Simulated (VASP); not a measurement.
# ZnO (Fm-3m) in VASP: single point with PBE

Aim: the single point of ZnO with PBE.

Program: VASP 6.6.1. These are calculated values, not measurements. Logs are shortened: lines on timing, memory, paths and dates and some standing lists are left out, and cuts for length are marked.

## 1. The cell of the first run

Symmetry: Fm-3m, No. 225, cubic system. Conventional cell: a = 4.330 Å, b = 4.330 Å, c = 4.330 Å, α = 90.00°, β = 90.00°, γ = 90.00°. Zn (site symmetry m-3m) has 6 O at 2.16 Å within 2.9 Å. O (site symmetry m-3m) has 6 Zn at 2.16 Å within 2.9 Å.

## 2. Single point, PBE

Input file INCAR:

```
SYSTEM = ZnO
PREC = Accurate
ENCUT = 910
EDIFF = 1E-6
ISMEAR = 0
SIGMA = 0.02
LREAL = .False.
LASPH = .True.
NELM = 120
ALGO = Normal
ISIF = 2
LWAVE = .False.
LCHARG = .False.
GGA = PE
NBANDS = 16
GGA_COMPAT = .False.
```

Input file KPOINTS:

```
regular mesh
0
Gamma
  12 12 12
  0 0 0
```

Input file POSCAR:

```
ZnO
1.0
    0.0000000000      2.1649350191      2.1649350191
    2.1649350191      0.0000000000      2.1649350191
    2.1649350191      2.1649350191      0.0000000000
Zn O
1 1
Direct
    0.0000000000      0.0000000000      0.0000000000
    0.5000000000      0.5000000000      0.5000000000
```

Potentials or basis: VASP PAW PBE potentials, release 64 (Zn, O_h).

Run with:

```sh
> cat potpaw_PBE.64/Zn/POTCAR potpaw_PBE.64/O_h/POTCAR > POTCAR
> mpirun -np 1 vasp_std > vasp.out
```

OUTCAR:

```text
SYSTEM = ZnO
   PREC = Accurate
   ENCUT = 910
   EDIFF = 1E-6
   ISMEAR = 0
   LREAL = .False.
   LASPH = .True.
   NELM = 120
   ISIF = 2
   GGA = PE

 ion  position               nearest neighbor table
   1  0.000  0.000  0.000-   2 2.16   2 2.16   2 2.16   2 2.16   2 2.16   2 2.16
   2  0.500  0.500  0.500-   1 2.16   1 2.16   1 2.16   1 2.16   1 2.16   1 2.16

  LATTYP: Found a face centered cubic cell.
 ALAT       =     4.3298700382

  Lattice vectors:

 A1 = (   0.0000000000,   2.1649350191,   2.1649350191)
 A2 = (   2.1649350191,   0.0000000000,   2.1649350191)
 A3 = (   2.1649350191,   2.1649350191,   0.0000000000)

Analysis of symmetry for initial positions (statically):
=====================================================================
 Subroutine PRICEL returns:
 Original cell was already a primitive cell.

 Routine SETGRP: Setting up the symmetry group for a
 face centered cubic supercell.

 Subroutine GETGRP returns: Found 48 space group operations
 (whereof 48 operations were pure point group operations)
 out of a pool of 48 trial point group operations.

The static configuration has the point symmetry O_h .

Analysis of symmetry for dynamics (positions and initial velocities):
=====================================================================
 Subroutine PRICEL returns:
 Original cell was already a primitive cell.

 Routine SETGRP: Setting up the symmetry group for a
 face centered cubic supercell.

 Subroutine GETGRP returns: Found 48 space group operations
 (whereof 48 operations were pure point group operations)
 out of a pool of 48 trial point group operations.

The dynamic configuration has the point symmetry O_h .

 Subroutine INISYM returns: Found 48 space group operations
 (whereof 48 operations are pure point group operations),
 and found     1 'primitive' translations

----------------------------------------------------------------------------------------

                                     Primitive cell

  volume of cell :      20.2939

  direct lattice vectors                    reciprocal lattice vectors
     0.000000000  2.164935019  2.164935019    -0.230953814  0.230953814  0.230953814
     2.164935019  0.000000000  2.164935019     0.230953814 -0.230953814  0.230953814
     2.164935019  2.164935019  0.000000000     0.230953814  0.230953814 -0.230953814

  length of vectors
[... 74 lines left out ...]
   ISTART =      0    job   : 0-new  1-cont  2-samecut
   ICHARG =      2    charge: 1-file 2-atom 10-const
   ISPIN  =      1    spin polarized calculation?
   LNONCOLLINEAR =      F non collinear calculations
   LSORBIT =      F    spin-orbit coupling
   LASPH  =      T    aspherical Exc in radial PAW
   ENCUT  =  910.0 eV  66.88 Ry    8.18 a.u.   7.53  7.53  7.53*2*pi/ulx,y,z
   NELM   =    120;   NELMIN=  2; NELMDL= -5     # of ELM steps
   EDIFF  = 0.1E-05   stopping-criterion for ELM
   LREAL  =      F    real-space projection
   EDIFFG = 0.1E-04   stopping-criterion for IOM
   NSW    =      0    number of steps for IOM
   IBRION =     -1    ionic relax: 0-MD 1-quasi-New 2-CG
   NFREE  =      0    steps in history (QN), initial steepest desc. (CG)
   ISIF   =      2    stress and relaxation
   ISYM   =      2    0-nonsym 1-usesym 2-fastsym
   POTIM  = 0.5000    time-step for ionic-motion
   TEBEG  =    0.0;   TEEND  =   0.0 temperature during run
   PSTRESS=    0.0 pullay stress
   NELECT =      18.0000    total number of electrons
   NUPDOWN=      -1.0000    fix difference up-down
   EMIN   =  10.00;   EMAX   =-10.00  energy-range for DOS
   EFERMI =   0.00;   METHOD = LEGACY
   ISMEAR =     0;   SIGMA  =   0.02  broadening in eV -4-tet -1-fermi 0-gaus
   EFERMI_NEDOS =   21; number of points for ismear=-14 and -15
   IALGO  =     38    algorithm
   IMIX   =      4    mixing-type and parameters
     AMIX     =   0.40;   BMIX     =  1.00
     AMIX_MAG =   1.60;   BMIX_MAG =  1.00
  volume/ion in A,a.u.               =      10.15        68.47
  Fermi-wavevector in a.u.,A,eV,Ry     =   1.572935  2.972416 33.662512  2.474125
  Thomas-Fermi vector in A             =   2.674295
   LORBIT       =      0    0 simple, 1 ext, 2 COOP (PROOUT), +10 PAW based schemes
   GGA     = PE    functional components
   LHFCALC =     F    Hartree Fock is set to
   AEXX    =    0.0000 exact exchange contribution
   IVDW    =     0    specifies the selected vdW correction
   LEPSILON=     F    determine dielectric tensor
   LRPA    =     F    only Hartree local field effects (RPA)
 non-spin polarized calculation
 Gauss-broadening in eV      SIGMA  =   0.02
  energy-cutoff  :      910.00
  volume of cell :       20.29
 maximum number of plane-waves:      1284
   NGX = 15   NGY = 15   NGZ = 15

 number of electron      17.9999998 magnetization

 Free energy of the ion-electron system (eV)
  ---------------------------------------------------
  ext. energy  EPLUGINS =         0.00000000
  ---------------------------------------------------
  free energy    TOTEN  =        -8.63868393 eV

  energy without entropy =       -8.63868393  energy(sigma->0) =       -8.63868393

 E-fermi :   2.9022     XC(G=0): -12.1018

 val. band max:        2.7567919228   @ k =   0.5000   0.0000   0.0000
 cond. band min:       3.4800670838   @ k =   0.0000   0.0000   0.0000
 fundamental gap:      0.7232751610
 Fermi energy:         2.9021951856

 k-point     1 :       0.0000    0.0000    0.0000
  band No.  band energies     occupation
      1     -15.5217      2.00000
      2      -2.0443      2.00000
      3      -2.0443      2.00000
      4      -2.0443      2.00000
      5      -1.8445      2.00000
      6      -1.8445      2.00000
[... 433 lines left out ...]
      3      -2.7991      2.00000
      4      -2.7964      2.00000
      5      -1.6666      2.00000
      6      -1.6620      2.00000
[... 8 lines left out ...]
     15      25.3644      0.00000
     16      26.1219      0.00000

 [... further k-points ...]
[... 5 lines left out ...]
  --------------------------------------------------------------------------------------
  -------------------------------------------------------------------------------------
  Total        0.0831777      0.0831777      0.0831777     -0.0000000     -0.0000000      0.0000000
  in kB        6.5667887      6.5667887      6.5667887     -0.0000000     -0.0000000      0.0000000
  external PRESSURE =       6.5667887 kB  Pullay stress =       0.0000000 kB

 VOLUME and BASIS-vectors are now :
 -----------------------------------------------------------------------------
  energy-cutoff  :      910.00
  volume of cell :       20.29
      direct lattice vectors                 reciprocal lattice vectors
     0.000000000  2.164935019  2.164935019    -0.230953814  0.230953814  0.230953814
     2.164935019  0.000000000  2.164935019     0.230953814 -0.230953814  0.230953814
     2.164935019  2.164935019  0.000000000     0.230953814  0.230953814 -0.230953814

 POSITION                                       TOTAL-FORCE (eV/Angst)
 -----------------------------------------------------------------------------------
      0.00000      0.00000      0.00000         0.000000      0.000000     -0.000000
      2.16494      2.16494      2.16494        -0.000000     -0.000000      0.000000
 -----------------------------------------------------------------------------------
    total drift:                                0.000000      0.000000      0.000000

  FREE ENERGIE OF THE ION-ELECTRON SYSTEM (eV)
  ---------------------------------------------------
  free  energy   TOTEN  =        -8.6386839316 eV

  energy  without entropy=       -8.6386839316  energy(sigma->0) =       -8.63868393
```

stdout:

```text
POSCAR found type information on POSCAR ZnO
 POSCAR found :  2 types and       2 ions
 scaLAPACK will be used
 LDA part: xc-table for (Slater+PW92), standard interpolation
 POSCAR, INCAR and KPOINTS ok, starting setup
 FFT: planning ... GRIDC
 FFT: planning ... GRID_SOFT
 FFT: planning ... GRID
 WAVECAR not read
 entering main loop
```

Run time: 53 s. Hardware: 1 thread of Intel Xeon Platinum 8259CL at 2.50GHz (Skylake/Cascade Lake), shared host; peak memory 0.2 GiB.

What came out:

```yaml
Free_energy: -8.6387 eV
Pressure: 0.7 GPa
Band_gap_on_the_k_mesh: 0.72 eV, indirect (least direct gap 1.96 eV)
```

Caveat: the cutoff is under 1.25 times the usual one of these potentials, so pressure, stress and relaxed cells hold a basis-set (Pulay) error. A k mesh can miss the band edges.
